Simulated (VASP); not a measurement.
# Si4GePt (P-6m2) in VASP: further runs, part 2 of 2

VASP 6.6.1.

### 3 Single point, PBE

This run uses another cell than the first one, of 16.72 Å³/atom.

Contents of INCAR:

```
SYSTEM = Si4GePt
  PREC = Accurate
  ENCUT = 520
  EDIFF = 1E-7
  ISMEAR = 0
  SIGMA = 0.1
  LREAL = .False.
  LASPH = .True.
  NELM = 100
  ALGO = Normal
  ISIF = 2
  LWAVE = .False.
  LCHARG = .False.
  GGA = PE
  NBANDS = 29
```

Contents of KPOINTS:

```
Automatic mesh
0
Gamma
  6 6 2
  0 0 0
```

Contents of POSCAR:

```
Si4GePt
1.0
    3.5735023293      0.0000000035      0.0000000000
   -1.7867511677      3.0947437959      0.0000000000
    0.0000000000      0.0000000000      9.0708439358
Si Ge Pt
4 1 1
Direct
    0.3333333333      0.6666666667      0.6687487395
    0.0000000000      0.0000000000      0.8414380627
    0.0000000000      0.0000000000      0.1585619373
    0.3333333333      0.6666666667      0.3312512605
    0.6666666667      0.3333333333      0.5000000000
    0.6666666667      0.3333333333      0.0000000000
```

Potentials or basis: VASP PAW PBE potentials, release 64 (Si, Ge_d, Pt).

Command:

```bash
$ cat potpaw_PBE.64/Si/POTCAR potpaw_PBE.64/Ge_d/POTCAR potpaw_PBE.64/Pt/POTCAR > POTCAR
$ mpirun -np 1 vasp_std > vasp.out
```

OUTCAR:

```text
SYSTEM = Si4GePt
   PREC = Accurate
   ENCUT = 520
   EDIFF = 1E-7
   ISMEAR = 0
   LREAL = .False.
   LASPH = .True.
   NELM = 100
   ISIF = 2
   GGA = PE

 ion  position               nearest neighbor table
   1  0.333  0.667  0.669-   5 2.57   5 2.57   5 2.57   2 2.59   2 2.59   2 2.59   4 3.06
   2  0.000  0.000  0.841-   6 2.52   6 2.52   6 2.52   1 2.59   1 2.59   1 2.59   3 2.88
   3  0.000  0.000  0.159-   6 2.52   6 2.52   6 2.52   4 2.59   4 2.59   4 2.59   2 2.88
   4  0.333  0.667  0.331-   5 2.57   5 2.57   5 2.57   3 2.59   3 2.59   3 2.59   1 3.06
   5  0.667  0.333  0.500-   1 2.57   4 2.57   1 2.57   4 2.57   1 2.57   4 2.57
   6  0.667  0.333  0.000-   2 2.52   3 2.52   2 2.52   3 2.52   2 2.52   3 2.52

  LATTYP: Found a hexagonal cell.
 ALAT       =     3.5735023293
 C/A-ratio  =     2.5383623963

  Lattice vectors:

 A1 = (   3.5735023293,   0.0000000035,   0.0000000000)
 A2 = (  -1.7867511677,   3.0947437959,   0.0000000000)
 A3 = (   0.0000000000,   0.0000000000,   9.0708439358)

Analysis of symmetry for initial positions (statically):
=====================================================================
 Subroutine PRICEL returns:
 Original cell was already a primitive cell.

 Routine SETGRP: Setting up the symmetry group for a
 hexagonal supercell.

 Subroutine GETGRP returns: Found 12 space group operations
 (whereof 12 operations were pure point group operations)
 out of a pool of 24 trial point group operations.

The static configuration has the point symmetry D_3h.

Analysis of symmetry for dynamics (positions and initial velocities):
=====================================================================
 Subroutine PRICEL returns:
 Original cell was already a primitive cell.

 Routine SETGRP: Setting up the symmetry group for a
 hexagonal supercell.

 Subroutine GETGRP returns: Found 12 space group operations
 (whereof 12 operations were pure point group operations)
 out of a pool of 24 trial point group operations.

The dynamic configuration has the point symmetry D_3h.

 Subroutine INISYM returns: Found 12 space group operations
 (whereof 12 operations are pure point group operations),
 and found     1 'primitive' translations

----------------------------------------------------------------------------------------

                                     Primitive cell

  volume of cell :     100.3151

  direct lattice vectors                    reciprocal lattice vectors
     3.573502329  0.000000003  0.000000000     0.279837512  0.161564263  0.000000000
    -1.786751168  3.094743796  0.000000000    -0.000000000  0.323128525  0.000000000
     0.000000000  0.000000000  9.070843936     0.000000000  0.000000000  0.110243325

  length of vectors
     3.573502329  3.573502329  9.070843936     0.323128525  0.323128525  0.110243325

  position of ions in fractional coordinates (direct lattice)
     0.333333333  0.666666667  0.668748740
     0.000000000  0.000000000  0.841438063
     0.000000000  0.000000000  0.158561937
     0.333333333  0.666666667  0.331251260
     0.666666667  0.333333333  0.500000000
     0.666666667  0.333333333  0.000000000

  ion indices of the primitive-cell ions
   primitive index   ion index
[... 39 lines left out ...]
  0.166667  0.166667  0.000000      6.000000
  0.333333  0.166667  0.000000     12.000000
  0.333333  0.333333  0.000000      2.000000
  0.000000  0.000000  0.500000      1.000000
  0.166667  0.000000  0.500000      6.000000
  0.333333  0.000000  0.500000      6.000000
  0.500000  0.000000  0.500000      3.000000
  0.166667  0.166667  0.500000      6.000000
  0.333333  0.166667  0.500000     12.000000
  0.333333  0.333333  0.500000      2.000000
   k-points           NKPTS =     14   k-points in BZ     NKDIM =     14   number of bands    NBANDS=     29
   number of dos      NEDOS =    301   number of ions     NIONS =      6
   total plane-waves  NPLWV =  54880
   dimension x,y,z NGX =    28 NGY =   28 NGZ =   70
   dimension x,y,z NGXF=    56 NGYF=   56 NGZF=  140
   ions per type =               4   1   1
   NGX,Y,Z   is equivalent  to a cutoff of  13.03, 13.03, 12.83 a.u.
   NGXF,Y,Z  is equivalent  to a cutoff of  26.05, 26.05, 25.66 a.u.
 SYSTEM =  Si4GePt
   PREC   = accura    normal or accurate (medium, high low for compatibility)
   ISTART =      0    job   : 0-new  1-cont  2-samecut
   ICHARG =      2    charge: 1-file 2-atom 10-const
   ISPIN  =      1    spin polarized calculation?
   LNONCOLLINEAR =      F non collinear calculations
   LSORBIT =      F    spin-orbit coupling
   LASPH  =      T    aspherical Exc in radial PAW
   ENCUT  =  520.0 eV  38.22 Ry    6.18 a.u.   6.64  6.64 16.87*2*pi/ulx,y,z
   NELM   =    100;   NELMIN=  2; NELMDL= -5     # of ELM steps
   EDIFF  = 0.1E-06   stopping-criterion for ELM
   LREAL  =      F    real-space projection
   EDIFFG = 0.1E-05   stopping-criterion for IOM
   NSW    =      0    number of steps for IOM
   IBRION =     -1    ionic relax: 0-MD 1-quasi-New 2-CG
   NFREE  =      0    steps in history (QN), initial steepest desc. (CG)
   ISIF   =      2    stress and relaxation
   ISYM   =      2    0-nonsym 1-usesym 2-fastsym
   POTIM  = 0.5000    time-step for ionic-motion
   TEBEG  =    0.0;   TEEND  =   0.0 temperature during run
   PSTRESS=    0.0 pullay stress
   NELECT =      40.0000    total number of electrons
   NUPDOWN=      -1.0000    fix difference up-down
   EMIN   =  10.00;   EMAX   =-10.00  energy-range for DOS
   EFERMI =   0.00;   METHOD = LEGACY
   ISMEAR =     0;   SIGMA  =   0.10  broadening in eV -4-tet -1-fermi 0-gaus
   EFERMI_NEDOS =   21; number of points for ismear=-14 and -15
   IALGO  =     38    algorithm
   IMIX   =      4    mixing-type and parameters
     AMIX     =   0.40;   BMIX     =  1.00
     AMIX_MAG =   1.60;   BMIX_MAG =  1.00
  volume/ion in A,a.u.               =      16.72       112.83
  Fermi-wavevector in a.u.,A,eV,Ry     =   1.204960  2.277044 19.754692  1.451929
  Thomas-Fermi vector in A             =   2.340670
   LORBIT       =      0    0 simple, 1 ext, 2 COOP (PROOUT), +10 PAW based schemes
   GGA     = PE    functional components
   LHFCALC =     F    Hartree Fock is set to
   AEXX    =    0.0000 exact exchange contribution
   IVDW    =     0    specifies the selected vdW correction
   LEPSILON=     F    determine dielectric tensor
   LRPA    =     F    only Hartree local field effects (RPA)
 non-spin polarized calculation
 Gauss-broadening in eV      SIGMA  =   0.10
  energy-cutoff  :      520.00
  volume of cell :      100.32
 maximum number of plane-waves:      2757
 NGX is ok and might be reduce to    28
   NGX = 13   NGY = 13   NGZ = 33

 number of electron      40.0000012 magnetization

 Free energy of the ion-electron system (eV)
  ---------------------------------------------------
  ext. energy  EPLUGINS =         0.00000000
  ---------------------------------------------------
  free energy    TOTEN  =       -31.57108316 eV

  energy without entropy =      -31.55416714  energy(sigma->0) =      -31.56262515

 E-fermi :   8.4282     XC(G=0): -11.0653

 val. band max:        8.4114000678   @ k =   0.3333   0.1667   0.5000
 cond. band min:       8.4332650555   @ k =   0.5000   0.0000   0.0000
 fundamental gap:      0.0218649876
 Fermi energy:         8.4282053385

 k-point     1 :       0.0000    0.0000    0.0000
  band No.  band energies     occupation
      1     -16.1336      2.00000
      2     -16.1336      2.00000
      3     -16.1219      2.00000
      4     -16.1219      2.00000
      5     -16.1095      2.00000
      6      -4.7694      2.00000
[... 437 lines left out ...]
     28      14.1898      0.00000
     29      16.1692      0.00000

------------------------ aborting loop because EDIFF is reached ----------------------------------------

  FORCE on cell =-STRESS in cart. coord.  units (eV):
  Direction    XX          YY          ZZ          XY          YZ          ZX
  --------------------------------------------------------------------------------------
  -------------------------------------------------------------------------------------
  Total       -0.0279664     -0.0279664      0.0329770      0.0000000     -0.0000000     -0.0000000
  in kB       -0.4466630     -0.4466630      0.5266901      0.0000000     -0.0000000     -0.0000000
  external PRESSURE =      -0.1222120 kB  Pullay stress =       0.0000000 kB

 VOLUME and BASIS-vectors are now :
 -----------------------------------------------------------------------------
  energy-cutoff  :      520.00
  volume of cell :      100.32
      direct lattice vectors                 reciprocal lattice vectors
     3.573502329  0.000000003  0.000000000     0.279837512  0.161564263  0.000000000
    -1.786751168  3.094743796  0.000000000    -0.000000000  0.323128525  0.000000000
     0.000000000  0.000000000  9.070843936     0.000000000  0.000000000  0.110243325

 POSITION                                       TOTAL-FORCE (eV/Angst)
 -----------------------------------------------------------------------------------
     -0.00000      2.06316      6.06612        -0.000000      0.000000      0.011158
      0.00000      0.00000      7.63255        -0.000000      0.000000      0.040110
      0.00000      0.00000      1.43829        -0.000000      0.000000     -0.040110
     -0.00000      2.06316      3.00473        -0.000000      0.000000     -0.011158
      1.78675      1.03158      4.53542         0.000000     -0.000000      0.000000
      1.78675      1.03158      0.00000         0.000000     -0.000000      0.000000
 -----------------------------------------------------------------------------------
    total drift:                               -0.000000      0.000000      0.000000

  FREE ENERGIE OF THE ION-ELECTRON SYSTEM (eV)
  ---------------------------------------------------
  free  energy   TOTEN  =       -31.5710831551 eV

  energy  without entropy=      -31.5541671369  energy(sigma->0) =      -31.56262515
```

It took 31 s on 1 thread of Intel Xeon 6975P-C (Granite Rapids), shared host; peak memory 0.23 GiB.

Results:

```yaml
Free_energy: -31.5711 eV
Pressure: 0.0 GPa
Largest_force: 0.040 eV/Å
Band_gap_on_the_k_mesh: zero (bands 20 and 21 overlap by 3.36 eV)
```

Forces in eV/Å, atoms in the order of the input:
```
Si   0.000  0.000  0.011
Si   0.000  0.000  0.040
Si   0.000  0.000 -0.040
Si   0.000  0.000 -0.011
Ge   0.000  0.000  0.000
Pt   0.000  0.000  0.000
```

Stress tensor (GPa, compression positive):
```
-0.04  0.00  0.00
 0.00 -0.04  0.00
 0.00  0.00  0.05
```

Levels at points of the mesh, in eV from the Fermi level:
```tsv
k point	band 18	band 19	band 20	band 21	band 22	band 23
(0.00, 0.00, 0.00)	1.19	1.33	1.33	2.02	2.02	2.35
(0.50, 0.00, 0.00)	-2.08	-1.84	-1.67	0.01	0.03	0.29
(0.00, 0.00, 0.50)	0.23	1.69	1.69	1.87	1.87	2.56
(0.50, 0.00, 0.50)	-2.22	-1.99	-1.19	0.02	0.43	1.43
```

Caveat: spin-orbit coupling is left out, which moves the levels of the heavy elements.
